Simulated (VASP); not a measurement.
Crystal: BiTe.

```
CELL_PARAMETERS angstrom
2.42271 1.39875 3.31729
-2.42271 1.39875 3.31729
0.00000 -2.79750 3.31729
ATOMIC_POSITIONS crystal
Bi 0.50000 0.50000 0.50000
Te 0.00000 0.00000 0.00000
```

```yaml
Program: VASP 6.6.1
Task: relaxation of cell and atoms
Functional: PBE
Dispersion: D4
Potentials_or_basis: VASP PAW PBE potentials, release 64 (Bi_d, Te)
Cutoff: 600 eV
k_mesh: 7 × 7 × 7
Occupations: fermi-dirac, width 0.05 eV
Spin: no spin polarisation
```

At the start: pressure -2.1 GPa; volume 33.72 Å³/atom.

Question: Where does the relaxation end?

Answer: Over 7 steps the energy falls by 12.1 meV/atom and the volume is 32.00 Å³/atom (-5.1 %); space group R-3m (No. 166, to 0.05 Å).

Step by step:
| step | energy change (eV) | largest force (eV/Å) | pressure (GPa) | volume (Å³) |
| --- | --- | --- | --- | --- |
| 1 | 0.0000 | 0.0000 | -2.11 | 67.45 |
| 2 | -0.0139 | 0.0000 | 1.28 | 63.21 |
| 3 | -0.0193 | 0.0000 | 0.01 | 64.63 |
| 4 | -0.0206 | 0.0000 | 0.01 | 64.54 |
| 5 | -0.0233 | 0.0000 | 0.01 | 64.27 |
| 6 | -0.0232 | 0.0000 | -0.06 | 63.67 |
| 7 | -0.0242 | 0.0000 | -0.03 | 64.01 |

Final structure:
```xyz
2
Lattice="2.4185 1.3963 3.1589 -2.4185 1.3963 3.1589 0.0000 -2.7927 3.1589" Properties=species:S:1:pos:R:3 pbc="T T T"
Bi    0.0000    0.0000    4.7383
Te    0.0000    0.0000    0.0000
```

Caveat: pairwise dispersion overbinds metals, which lowers pressure and volume.
